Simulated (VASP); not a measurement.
# Al3GaN4 (P-42m) in VASP: single point with PBEsol

Aim: the single point of Al3GaN4 with PBEsol.

All numbers are computed with VASP 6.6.1; they aren't measurements. Logs are shortened: lines on timing, memory, paths and dates and some standing lists are left out, and cuts for length are marked.

### Step 1. The cell of the first run

It takes space group P-42m (No. 111, tetragonal). Conventional cell: a = 4.760 Å, b = 4.760 Å, c = 4.407 Å, α = 90.00°, β = 90.00°, γ = 90.00°. Al (site symmetry -42m) has 4 N at 1.99 Å within 2.6 Å. Within 2.6 Å of Al (site symmetry 222) lie 4 N at 2.00 Å. Within 2.7 Å of Ga (site symmetry -42m) lie 4 N at 2.05 Å. N (site symmetry m) has 3 Al at 1.99 to 2.00 Å and 1 Ga at 2.05 Å within 2.6 Å.

### Step 2. Single point, PBEsol (strain +0.080 along x and y, +0.000 along z)

INCAR

```
ALGO     = Normal         # electronic algorithm
EDIFF    = 1E-6           # SCF threshold, eV
ENCUT    = 520            # plane-wave cutoff, eV
GGA      = PS             # functional
ISIF     = 2              # what is computed and relaxed
ISMEAR   = 0              # smearing method
LASPH    = T              # aspherical terms in the spheres
LCHARG   = F              # write CHGCAR
LREAL    = F              # projectors in reciprocal space
LWAVE    = F              # write WAVECAR
NBANDS   = 31             # bands
NELM     = 80             # most SCF steps
PREC     = Accurate       # precision mode
SIGMA    = 0.05           # smearing width, eV
```

KPOINTS

```
k-points
0
Gamma
  6 6 6
```

POSCAR

```
Al3GaN4
1.0
    4.7595544276      0.0000000000      0.0000000000
    0.0000000000      4.7595544276      0.0000000000
    0.0000000000      0.0000000000      4.4069948404
Al Ga N
3 1 4
Direct
    0.5000000000      0.5000000000      0.0000000000
    0.5000000000      0.0000000000      0.5000000000
    0.0000000000      0.5000000000      0.5000000000
    0.0000000000      0.0000000000      0.0000000000
    0.7447077174      0.7447077174      0.2552922826
    0.7447077174      0.2552922826      0.7447077174
    0.2552922826      0.7447077174      0.7447077174
    0.2552922826      0.2552922826      0.2552922826
```

Potentials or basis: VASP PAW PBE potentials, release 64 (Al, Ga_d, N).

Started as:

```console
> cat potpaw_PBE.64/Al/POTCAR potpaw_PBE.64/Ga_d/POTCAR potpaw_PBE.64/N/POTCAR > POTCAR
> mpirun -np 1 vasp_std > vasp.out
```

OUTCAR:

```text
EDIFF = 1E-6
   ENCUT = 520
   GGA = PS
   ISIF = 2
   ISMEAR = 0
   LASPH = T
   LREAL = F
   NELM = 80
   PREC = Accurate

 ion  position               nearest neighbor table
   1  0.500  0.500  0.000-   5 1.99   6 1.99   7 1.99   8 1.99   2 3.24   3 3.24   2 3.24   3 3.24
                             2 3.24   2 3.24   3 3.24   3 3.24
   2  0.500  0.000  0.500-   5 2.00   6 2.00   7 2.00   8 2.00   1 3.24   1 3.24   1 3.24   1 3.24

   3  0.000  0.500  0.500-   5 2.00   6 2.00   7 2.00   8 2.00   1 3.24   1 3.24   1 3.24   1 3.24

   4  0.000  0.000  0.000-   5 2.05   6 2.05   7 2.05   8 2.05
   5  0.745  0.745  0.255-   1 1.99   2 2.00   3 2.00   4 2.05
   6  0.745  0.255  0.745-   1 1.99   2 2.00   3 2.00   4 2.05
   7  0.255  0.745  0.745-   1 1.99   2 2.00   3 2.00   4 2.05
   8  0.255  0.255  0.255-   1 1.99   2 2.00   3 2.00   4 2.05

  LATTYP: Found a simple tetragonal cell.
 ALAT       =     4.7595544276
 C/A-ratio  =     0.9259259259

  Lattice vectors:

 A1 = (   4.7595544276,   0.0000000000,   0.0000000000)
 A2 = (   0.0000000000,   4.7595544276,   0.0000000000)
 A3 = (   0.0000000000,   0.0000000000,   4.4069948404)

Analysis of symmetry for initial positions (statically):
=====================================================================
 Subroutine PRICEL returns:
 Original cell was already a primitive cell.

 Routine SETGRP: Setting up the symmetry group for a
 simple tetragonal supercell.

 Subroutine GETGRP returns: Found  8 space group operations
 (whereof  8 operations were pure point group operations)
 out of a pool of 16 trial point group operations.

The static configuration has the point symmetry D_2d.

Analysis of symmetry for dynamics (positions and initial velocities):
=====================================================================
 Subroutine PRICEL returns:
 Original cell was already a primitive cell.

 Routine SETGRP: Setting up the symmetry group for a
 simple tetragonal supercell.

 Subroutine GETGRP returns: Found  8 space group operations
 (whereof  8 operations were pure point group operations)
 out of a pool of 16 trial point group operations.

The dynamic configuration has the point symmetry D_2d.

 Subroutine INISYM returns: Found  8 space group operations
 (whereof  8 operations are pure point group operations),
 and found     1 'primitive' translations

----------------------------------------------------------------------------------------

                                     Primitive cell

  volume of cell :      99.8332

  direct lattice vectors                    reciprocal lattice vectors
     4.759554428  0.000000000  0.000000000     0.210103701  0.000000000  0.000000000
     0.000000000  4.759554428  0.000000000     0.000000000  0.210103701  0.000000000
     0.000000000  0.000000000  4.406994840     0.000000000  0.000000000  0.226911997

  length of vectors
     4.759554428  4.759554428  4.406994840     0.210103701  0.210103701  0.226911997

  position of ions in fractional coordinates (direct lattice)
     0.500000000  0.500000000  0.000000000
     0.500000000  0.000000000  0.500000000
     0.000000000  0.500000000  0.500000000
     0.000000000  0.000000000  0.000000000
     0.744707717  0.744707717  0.255292283
     0.744707717  0.255292283  0.744707717
     0.255292283  0.744707717  0.744707717
     0.255292283  0.255292283  0.255292283

  ion indices of the primitive-cell ions
   primitive index   ion index
                 1           1
                 2           2
                 3           3
                 4           4
                 5           5
                 6           6
                 7           7
                 8           8

----------------------------------------------------------------------------------------

 KPOINTS: k-points

Automatic generation of k-mesh.
 Grid dimensions read from file:
 generate k-points for:    6    6    6

 Generating k-lattice:

  Cartesian coordinates                     Fractional coordinates (reciprocal lattice)
     0.035017283  0.000000000  0.000000000     0.166666667  0.000000000  0.000000000
     0.000000000  0.035017283  0.000000000     0.000000000  0.166666667  0.000000000
     0.000000000  0.000000000  0.037818666     0.000000000  0.000000000  0.166666667

  Length of vectors
     0.035017283  0.035017283  0.037818666

  Shift w.r.t. Gamma in fractional coordinates (k-lattice)
     0.000000000  0.000000000  0.000000000

 Subroutine IBZKPT returns following result:
 ===========================================

 Found     40 irreducible k-points:

 Following reciprocal coordinates:
            Coordinates               Weight
  0.000000  0.000000  0.000000      1.000000
  0.166667  0.000000  0.000000      4.000000
  0.333333  0.000000  0.000000      4.000000
  0.500000  0.000000  0.000000      2.000000
  0.166667  0.166667  0.000000      4.000000
  0.333333  0.166667  0.000000      8.000000
[... 16 lines left out ...]
  0.333333  0.000000  0.333333      8.000000
  0.500000  0.000000  0.333333      4.000000
 [... further k-points ...]
   k-points           NKPTS =     40   k-points in BZ     NKDIM =     40   number of bands    NBANDS=     31
   number of dos      NEDOS =    301   number of ions     NIONS =      8
   total plane-waves  NPLWV =  46656
   dimension x,y,z NGX =    36 NGY =   36 NGZ =   36
   dimension x,y,z NGXF=    72 NGYF=   72 NGZF=   72
   ions per type =               3   1   4
   NGX,Y,Z   is equivalent  to a cutoff of  12.57, 12.57, 13.58 a.u.
   NGXF,Y,Z  is equivalent  to a cutoff of  25.15, 25.15, 27.16 a.u.
 SYSTEM =  unknown system
   PREC   = accura    normal or accurate (medium, high low for compatibility)
   ISTART =      0    job   : 0-new  1-cont  2-samecut
   ICHARG =      2    charge: 1-file 2-atom 10-const
   ISPIN  =      1    spin polarized calculation?
   LNONCOLLINEAR =      F non collinear calculations
   LSORBIT =      F    spin-orbit coupling
   LASPH  =      T    aspherical Exc in radial PAW
   ENCUT  =  520.0 eV  38.22 Ry    6.18 a.u.   8.85  8.85  8.19*2*pi/ulx,y,z
   NELM   =     80;   NELMIN=  2; NELMDL= -5     # of ELM steps
   EDIFF  = 0.1E-05   stopping-criterion for ELM
   LREAL  =      F    real-space projection
   EDIFFG = 0.1E-04   stopping-criterion for IOM
   NSW    =      0    number of steps for IOM
   IBRION =     -1    ionic relax: 0-MD 1-quasi-New 2-CG
   NFREE  =      0    steps in history (QN), initial steepest desc. (CG)
   ISIF   =      2    stress and relaxation
   ISYM   =      2    0-nonsym 1-usesym 2-fastsym
   POTIM  = 0.5000    time-step for ionic-motion
   TEBEG  =    0.0;   TEEND  =   0.0 temperature during run
   PSTRESS=    0.0 pullay stress
   NELECT =      42.0000    total number of electrons
   NUPDOWN=      -1.0000    fix difference up-down
   EMIN   =  10.00;   EMAX   =-10.00  energy-range for DOS
   EFERMI =   0.00;   METHOD = LEGACY
   ISMEAR =     0;   SIGMA  =   0.05  broadening in eV -4-tet -1-fermi 0-gaus
   EFERMI_NEDOS =   21; number of points for ismear=-14 and -15
   IALGO  =     38    algorithm
   IMIX   =      4    mixing-type and parameters
     AMIX     =   0.40;   BMIX     =  1.00
     AMIX_MAG =   1.60;   BMIX_MAG =  1.00
  volume/ion in A,a.u.               =      12.48        84.21
  Fermi-wavevector in a.u.,A,eV,Ry     =   1.226685  2.318098 20.473433  1.504755
  Thomas-Fermi vector in A             =   2.361676
   LORBIT       =      0    0 simple, 1 ext, 2 COOP (PROOUT), +10 PAW based schemes
   GGA     = PS    functional components
   LHFCALC =     F    Hartree Fock is set to
   AEXX    =    0.0000 exact exchange contribution
   IVDW    =     0    specifies the selected vdW correction
   LEPSILON=     F    determine dielectric tensor
   LRPA    =     F    only Hartree local field effects (RPA)
 non-spin polarized calculation
 Gauss-broadening in eV      SIGMA  =   0.05
  energy-cutoff  :      520.00
  volume of cell :       99.83
 maximum number of plane-waves:      2726
 NGX is ok and might be reduce to    36
   NGX = 17   NGY = 17   NGZ = 17

 number of electron      41.9999993 magnetization

 Free energy of the ion-electron system (eV)
  ---------------------------------------------------
  ext. energy  EPLUGINS =         0.00000000
  ---------------------------------------------------
  free energy    TOTEN  =       -58.67700882 eV

  energy without entropy =      -58.67700882  energy(sigma->0) =      -58.67700882

 E-fermi :   4.6419     XC(G=0): -10.6394

 val. band max:        4.4260578965   @ k =   0.0000   0.0000   0.0000
 cond. band min:       6.4620602032   @ k =   0.0000   0.0000   0.0000
 fundamental gap:      2.0360023067
 Fermi energy:         4.6419371526

 k-point     1 :       0.0000    0.0000    0.0000
  band No.  band energies     occupation
      1      -9.9941      2.00000
      2      -9.0044      2.00000
      3      -9.0044      2.00000
      4      -8.9898      2.00000
      5      -8.5855      2.00000
      6      -8.5530      2.00000
[... 23 lines left out ...]
     30      14.8339      0.00000
     31      14.8340      0.00000

 k-point     2 :       0.1667    0.0000    0.0000
  band No.  band energies     occupation
      1      -9.8988      2.00000
      2      -9.0124      2.00000
      3      -9.0119      2.00000
      4      -8.9910      2.00000
      5      -8.5849      2.00000
      6      -8.5512      2.00000
[... 23 lines left out ...]
     30      14.7025      0.00000
     31      15.0305      0.00000

 k-point     3 :       0.3333    0.0000    0.0000
  band No.  band energies     occupation
      1      -9.6463      2.00000
      2      -9.0505      2.00000
      3      -9.0246      2.00000
      4      -8.9953      2.00000
      5      -8.5837      2.00000
      6      -8.5456      2.00000
[... 703 lines left out ...]
     30      13.2570      0.00000
     31      13.5492      0.00000

 k-point    24 :       0.5000    0.0000    0.3333
  band No.  band energies     occupation
      1      -9.2978      2.00000
      2      -9.1653      2.00000
      3      -9.0825      2.00000
      4      -8.6987      2.00000
      5      -8.5537      2.00000
      6      -8.5146      2.00000
[... 23 lines left out ...]
     30      13.1614      0.00000
     31      13.6053      0.00000

 [... further k-points ...]

------------------------ aborting loop because EDIFF is reached ----------------------------------------

  FORCE on cell =-STRESS in cart. coord.  units (eV):
  Direction    XX          YY          ZZ          XY          YZ          ZX
  --------------------------------------------------------------------------------------
  -------------------------------------------------------------------------------------
  Total      -15.9216911    -15.9216911    -10.4339643      0.0000000     -0.0000000      0.0000000
  in kB     -255.5198473   -255.5198473   -167.4498619      0.0000000     -0.0000000      0.0000000
  external PRESSURE =    -226.1631855 kB  Pullay stress =       0.0000000 kB

 VOLUME and BASIS-vectors are now :
 -----------------------------------------------------------------------------
  energy-cutoff  :      520.00
  volume of cell :       99.83
      direct lattice vectors                 reciprocal lattice vectors
     4.759554428  0.000000000  0.000000000     0.210103701  0.000000000  0.000000000
     0.000000000  4.759554428  0.000000000     0.000000000  0.210103701  0.000000000
     0.000000000  0.000000000  4.406994840     0.000000000  0.000000000  0.226911997

 POSITION                                       TOTAL-FORCE (eV/Angst)
 -----------------------------------------------------------------------------------
      2.37978      2.37978      0.00000        -0.000000      0.000000      0.000000
      2.37978      0.00000      2.20350        -0.000000      0.000000      0.000000
      0.00000      2.37978      2.20350        -0.000000      0.000000      0.000000
      0.00000      0.00000      0.00000        -0.000000      0.000000      0.000000
      3.54448      3.54448      1.12507         0.012851      0.012851      0.056061
      3.54448      1.21508      3.28192         0.012851     -0.012851     -0.056061
      1.21508      3.54448      3.28192        -0.012851      0.012851     -0.056061
      1.21508      1.21508      1.12507        -0.012851     -0.012851      0.056061
 -----------------------------------------------------------------------------------
    total drift:                               -0.000000     -0.000000      0.000000

  FREE ENERGIE OF THE ION-ELECTRON SYSTEM (eV)
  ---------------------------------------------------
  free  energy   TOTEN  =       -58.6770088162 eV

  energy  without entropy=      -58.6770088162  energy(sigma->0) =      -58.67700882
```

Run time: 2.7 min. Hardware: 1 thread of Intel Xeon 8259CL, shared host; peak memory 0.26 GiB.

Results:

```
Free energy            : -58.6770 eV
Pressure               : -22.6 GPa
Largest force          : 0.059 eV/Å
Band gap on the k mesh : 2.04 eV
```

Forces on the atoms (eV/Å):
```
Al   0.000  0.000  0.000
Al   0.000  0.000  0.000
Al   0.000  0.000  0.000
Ga   0.000  0.000  0.000
N    0.013  0.013  0.056
N    0.013 -0.013 -0.056
N   -0.013  0.013 -0.056
N   -0.013 -0.013  0.056
```

Caveat: the cell differs from its parent crystal (strain +0.080 along x and y, +0.000 along z); the stress differs along the axes, from -26 to -17 GPa; the PAW data sets were made with another functional, which shifts forces and pressure a little.
